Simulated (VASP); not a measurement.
# CdF2 (I4/mmm) in VASP: single point with PBEsol

Aim: the single point of CdF2 with PBEsol.

Program: VASP 6.6.1. These are calculated values, not measurements. Logs are shortened: lines on timing, memory, paths and dates and some standing lists are left out, and cuts for length are marked.

## 1. The cell of the first run

It takes space group I4/mmm (No. 139, tetragonal). Conventional cell: a = 3.666 Å, b = 3.666 Å, c = 5.347 Å, α = 90.00°, β = 90.00°, γ = 90.00°. Within 3.0 Å of Cd (site symmetry 4/mmm) lie 8 F at 2.27 Å. F (site symmetry -4m2) has 4 Cd at 2.27 Å and 6 F at 2.59 to 2.67 Å within 3.0 Å.

## 2. Single point, PBEsol (strained)

File INCAR:

```
PREC = Accurate ; ENCUT = 700
EDIFF = 1E-6 ; ISMEAR = 0
SIGMA = 0.02 ; LREAL = F
LASPH = T ; NELM = 120
ALGO = Normal ; ISIF = 2
LWAVE = F ; LCHARG = T
GGA = PS ; LELF = T
LVHAR = T ; NBANDS = 24
GGA_COMPAT = F
```

File KPOINTS:

```
regular mesh
0
Gamma
  8 8 8
```

File POSCAR:

```
CdF2
1.0
    0.0000000000      2.5925978400      2.5925978400
    2.6734178400      0.0000000000      2.5925978400
    2.6734178400      2.5925978400      0.0000000000
Cd F
1 2
Direct
    0.0000000000      0.0000000000      0.0000000000
    0.2500000000      0.2500000000      0.2500000000
    0.7500000000      0.7500000000      0.7500000000
```

Potentials or basis: VASP PAW PBE potentials, release 64 (Cd_sv_GW, F).

Started as:

```
> cat potpaw_PBE.64/Cd_sv_GW/POTCAR potpaw_PBE.64/F/POTCAR > POTCAR
> mpirun -np 1 vasp_std > vasp.out
```

OUTCAR:

```text
PREC = Accurate
   ENCUT = 700
   EDIFF = 1E-6
   ISMEAR = 0
   LREAL = F
   LASPH = T
   NELM = 120
   ISIF = 2
   GGA = PS

 ion  position               nearest neighbor table
   1  0.000  0.000  0.000-   3 2.27   3 2.27   3 2.27   2 2.27   3 2.27   2 2.27   2 2.27   2 2.27

   2  0.250  0.250  0.250-   1 2.27   1 2.27   1 2.27   1 2.27
   3  0.750  0.750  0.750-   1 2.27   1 2.27   1 2.27   1 2.27

  LATTYP: Found a body centered tetragonal cell.
 ALAT       =     3.6664870271
 C/A-ratio  =     1.4582993586

  Lattice vectors:

 A1 = (   2.6734178400,   0.0000000000,   2.5925978400)
 A2 = (   2.6734178400,   0.0000000000,  -2.5925978400)
 A3 = (  -2.6734178400,   2.5925978400,   0.0000000000)

Analysis of symmetry for initial positions (statically):
=====================================================================
 Subroutine PRICEL returns:
 Original cell was already a primitive cell.

 Routine SETGRP: Setting up the symmetry group for a
 body centered tetragonal supercell.

 Subroutine GETGRP returns: Found 16 space group operations
 (whereof 16 operations were pure point group operations)
 out of a pool of 16 trial point group operations.

The static configuration has the point symmetry D_4h.

Analysis of symmetry for dynamics (positions and initial velocities):
=====================================================================
 Subroutine PRICEL returns:
 Original cell was already a primitive cell.

 Routine SETGRP: Setting up the symmetry group for a
 body centered tetragonal supercell.

 Subroutine GETGRP returns: Found 16 space group operations
 (whereof 16 operations were pure point group operations)
 out of a pool of 16 trial point group operations.

The dynamic configuration has the point symmetry D_4h.

 Subroutine INISYM returns: Found 16 space group operations
 (whereof 16 operations are pure point group operations),
 and found     1 'primitive' translations

----------------------------------------------------------------------------------------

                                     Primitive cell

  volume of cell :      35.9391

  direct lattice vectors                    reciprocal lattice vectors
     0.000000000  2.592597840  2.592597840    -0.187026507  0.192856753  0.192856753
     2.673417840  0.000000000  2.592597840     0.187026507 -0.192856753  0.192856753
     2.673417840  2.592597840  0.000000000     0.187026507  0.192856753 -0.192856753

  length of vectors
     3.666487027  3.724073913  3.724073913     0.330705864  0.330705864  0.330705864

  position of ions in fractional coordinates (direct lattice)
     0.000000000  0.000000000  0.000000000
     0.250000000  0.250000000  0.250000000
     0.750000000  0.750000000  0.750000000

  ion indices of the primitive-cell ions
   primitive index   ion index
                 1           1
                 2           2
                 3           3

----------------------------------------------------------------------------------------

 KPOINTS: regular mesh

Automatic generation of k-mesh.
 Grid dimensions read from file:
 generate k-points for:    8    8    8

 Generating k-lattice:

  Cartesian coordinates                     Fractional coordinates (reciprocal lattice)
    -0.023378313  0.024107094  0.024107094     0.125000000 -0.000000000 -0.000000000
     0.023378313 -0.024107094  0.024107094     0.000000000  0.125000000  0.000000000
     0.023378313  0.024107094 -0.024107094     0.000000000  0.000000000  0.125000000

  Length of vectors
     0.041338233  0.041338233  0.041338233

  Shift w.r.t. Gamma in fractional coordinates (k-lattice)
     0.000000000  0.000000000  0.000000000

 Subroutine IBZKPT returns following result:
 ===========================================

 Found     59 irreducible k-points:

 Following reciprocal coordinates:
            Coordinates               Weight
  0.000000  0.000000  0.000000      1.000000
  0.125000  0.000000  0.000000      8.000000
  0.250000  0.000000  0.000000      8.000000
  0.375000  0.000000  0.000000      8.000000
  0.500000  0.000000  0.000000      4.000000
  0.125000  0.125000  0.000000      4.000000
[... 16 lines left out ...]
  0.250000  0.125000  0.125000      4.000000
  0.375000  0.125000  0.125000      8.000000
 [... further k-points ...]
   k-points           NKPTS =     59   k-points in BZ     NKDIM =     59   number of bands    NBANDS=     24
   number of dos      NEDOS =    301   number of ions     NIONS =      3
   total plane-waves  NPLWV =  32768
   dimension x,y,z NGX =    32 NGY =   32 NGZ =   32
   dimension x,y,z NGXF=    64 NGYF=   64 NGZF=   64
   ions per type =               1   2
   NGX,Y,Z   is equivalent  to a cutoff of  14.51, 14.29, 14.29 a.u.
   NGXF,Y,Z  is equivalent  to a cutoff of  29.02, 28.57, 28.57 a.u.
 SYSTEM =  unknown system
   PREC   = accura    normal or accurate (medium, high low for compatibility)
   ISTART =      0    job   : 0-new  1-cont  2-samecut
   ICHARG =      2    charge: 1-file 2-atom 10-const
   ISPIN  =      1    spin polarized calculation?
   LNONCOLLINEAR =      F non collinear calculations
   LSORBIT =      F    spin-orbit coupling
   LASPH  =      T    aspherical Exc in radial PAW
   ENCUT  =  700.0 eV  51.45 Ry    7.17 a.u.   7.91  8.03  8.03*2*pi/ulx,y,z
   NELM   =    120;   NELMIN=  2; NELMDL= -5     # of ELM steps
   EDIFF  = 0.1E-05   stopping-criterion for ELM
   LREAL  =      F    real-space projection
   EDIFFG = 0.1E-04   stopping-criterion for IOM
   NSW    =      0    number of steps for IOM
   IBRION =     -1    ionic relax: 0-MD 1-quasi-New 2-CG
   NFREE  =      0    steps in history (QN), initial steepest desc. (CG)
   ISIF   =      2    stress and relaxation
   ISYM   =      2    0-nonsym 1-usesym 2-fastsym
   POTIM  = 0.5000    time-step for ionic-motion
   TEBEG  =    0.0;   TEEND  =   0.0 temperature during run
   PSTRESS=    0.0 pullay stress
   NELECT =      34.0000    total number of electrons
   NUPDOWN=      -1.0000    fix difference up-down
   EMIN   =  10.00;   EMAX   =-10.00  energy-range for DOS
   EFERMI =   0.00;   METHOD = LEGACY
   ISMEAR =     0;   SIGMA  =   0.02  broadening in eV -4-tet -1-fermi 0-gaus
   EFERMI_NEDOS =   21; number of points for ismear=-14 and -15
   IALGO  =     38    algorithm
   IMIX   =      4    mixing-type and parameters
     AMIX     =   0.40;   BMIX     =  1.00
     AMIX_MAG =   1.60;   BMIX_MAG =  1.00
  volume/ion in A,a.u.               =      11.98        80.84
  Fermi-wavevector in a.u.,A,eV,Ry     =   1.607109  3.036996 35.141133  2.582800
  Thomas-Fermi vector in A             =   2.703190
   LORBIT       =      0    0 simple, 1 ext, 2 COOP (PROOUT), +10 PAW based schemes
   GGA     = PS    functional components
   LHFCALC =     F    Hartree Fock is set to
   AEXX    =    0.0000 exact exchange contribution
   IVDW    =     0    specifies the selected vdW correction
   LEPSILON=     F    determine dielectric tensor
   LRPA    =     F    only Hartree local field effects (RPA)
 non-spin polarized calculation
 Gauss-broadening in eV      SIGMA  =   0.02
  energy-cutoff  :      700.00
  volume of cell :       35.94
 maximum number of plane-waves:      1532
   NGX = 15   NGY = 17   NGZ = 17

 number of electron      34.0000006 magnetization

 Free energy of the ion-electron system (eV)
  ---------------------------------------------------
  ext. energy  EPLUGINS =         0.00000000
  ---------------------------------------------------
  free energy    TOTEN  =       -11.61264713 eV

  energy without entropy =      -11.61264713  energy(sigma->0) =      -11.61264713

 E-fermi :   1.4836     XC(G=0): -11.3505

 val. band max:        1.3866706522   @ k =   0.5000  -0.2500   0.2500
 cond. band min:       4.5715777718   @ k =   0.0000   0.0000   0.0000
 fundamental gap:      3.1849071196
 Fermi energy:         1.4836403430

 k-point     1 :       0.0000    0.0000    0.0000
  band No.  band energies     occupation
      1     -96.7982      2.00000
      2     -57.9369      2.00000
      3     -57.9369      2.00000
      4     -57.9238      2.00000
      5     -19.8661      2.00000
      6     -18.4687      2.00000
[... 16 lines left out ...]
     23      21.2948      0.00000
     24      22.0060      0.00000

 k-point     2 :       0.1250    0.0000    0.0000
  band No.  band energies     occupation
      1     -96.7982      2.00000
      2     -57.9373      2.00000
      3     -57.9369      2.00000
      4     -57.9240      2.00000
      5     -19.8031      2.00000
      6     -18.5260      2.00000
[... 16 lines left out ...]
     23      20.9182      0.00000
     24      21.5923      0.00000

 k-point     3 :       0.2500    0.0000    0.0000
  band No.  band energies     occupation
      1     -96.7982      2.00000
      2     -57.9385      2.00000
      3     -57.9372      2.00000
      4     -57.9246      2.00000
      5     -19.6321      2.00000
      6     -18.6796      2.00000
[... 16 lines left out ...]
     23      20.8842      0.00000
     24      21.5775      0.00000

 k-point     4 :       0.3750    0.0000    0.0000
  band No.  band energies     occupation
      1     -96.7981      2.00000
      2     -57.9397      2.00000
      3     -57.9374      2.00000
      4     -57.9252      2.00000
      5     -19.3987      2.00000
      6     -18.8904      2.00000
[... 16 lines left out ...]
     23      20.3408      0.00000
     24      20.9229      0.00000

 k-point     5 :       0.5000    0.0000    0.0000
  band No.  band energies     occupation
      1     -96.7981      2.00000
      2     -57.9403      2.00000
      3     -57.9374      2.00000
      4     -57.9254      2.00000
      5     -19.1923      2.00000
      6     -19.0860      2.00000
[... 451 lines left out ...]
 k-point    22 :       0.0000    0.1250    0.1250
  band No.  band energies     occupation
      1     -96.7982      2.00000
      2     -57.9371      2.00000
      3     -57.9371      2.00000
      4     -57.9244      2.00000
      5     -19.7911      2.00000
      6     -18.5334      2.00000
[... 16 lines left out ...]
     23      21.3792      0.00000
     24      22.0614      0.00000

 k-point    23 :       0.2500    0.1250    0.1250
  band No.  band energies     occupation
      1     -96.7982      2.00000
      2     -57.9383      2.00000
      3     -57.9370      2.00000
      4     -57.9242      2.00000
      5     -19.6979      2.00000
      6     -18.6219      2.00000
[... 16 lines left out ...]
     23      20.7687      0.00000
     24      22.2318      0.00000

 k-point    24 :       0.3750    0.1250    0.1250
  band No.  band energies     occupation
      1     -96.7981      2.00000
      2     -57.9395      2.00000
      3     -57.9372      2.00000
      4     -57.9248      2.00000
      5     -19.5047      2.00000
      6     -18.7925      2.00000
[... 16 lines left out ...]
     23      20.1545      0.00000
     24      22.8621      0.00000

 [... further k-points ...]

------------------------ aborting loop because EDIFF is reached ----------------------------------------

  FORCE on cell =-STRESS in cart. coord.  units (eV):
  Direction    XX          YY          ZZ          XY          YZ          ZX
  --------------------------------------------------------------------------------------
  -------------------------------------------------------------------------------------
  Total        1.8189687      2.6139130      2.6139130      0.0000000      0.0000000      0.0000000
  in kB       81.0902547    116.5291463    116.5291463      0.0000000      0.0000000      0.0000000
  external PRESSURE =     104.7161824 kB  Pullay stress =       0.0000000 kB

 VOLUME and BASIS-vectors are now :
 -----------------------------------------------------------------------------
  energy-cutoff  :      700.00
  volume of cell :       35.94
      direct lattice vectors                 reciprocal lattice vectors
     0.000000000  2.592597840  2.592597840    -0.187026507  0.192856753  0.192856753
     2.673417840  0.000000000  2.592597840     0.187026507 -0.192856753  0.192856753
     2.673417840  2.592597840  0.000000000     0.187026507  0.192856753 -0.192856753

 POSITION                                       TOTAL-FORCE (eV/Angst)
 -----------------------------------------------------------------------------------
      0.00000      0.00000      0.00000         0.000000      0.000000     -0.000000
      1.33671      1.29630      1.29630         0.000000     -0.000000      0.000000
      4.01013      3.88890      3.88890        -0.000000     -0.000000     -0.000000
 -----------------------------------------------------------------------------------
    total drift:                                0.000000     -0.000000      0.000000

  FREE ENERGIE OF THE ION-ELECTRON SYSTEM (eV)
  ---------------------------------------------------
  free  energy   TOTEN  =       -11.6126471349 eV

  energy  without entropy=      -11.6126471349  energy(sigma->0) =      -11.61264713
```

It took 46 s on 1 thread of AMD EPYC 9R45 (Zen 5), shared host; peak memory 0.21 GiB.

Results:

```yaml
Free_energy: -11.6126 eV
Pressure: 10.5 GPa
Band_gap_on_the_k_mesh: 3.18 eV (least direct gap 3.52 eV)
```

Caveat: the cell differs from its parent crystal (strained); the cell stands under pressure; the PAW data sets were made with another functional, which shifts forces and pressure a little. A k mesh can miss the band edges.
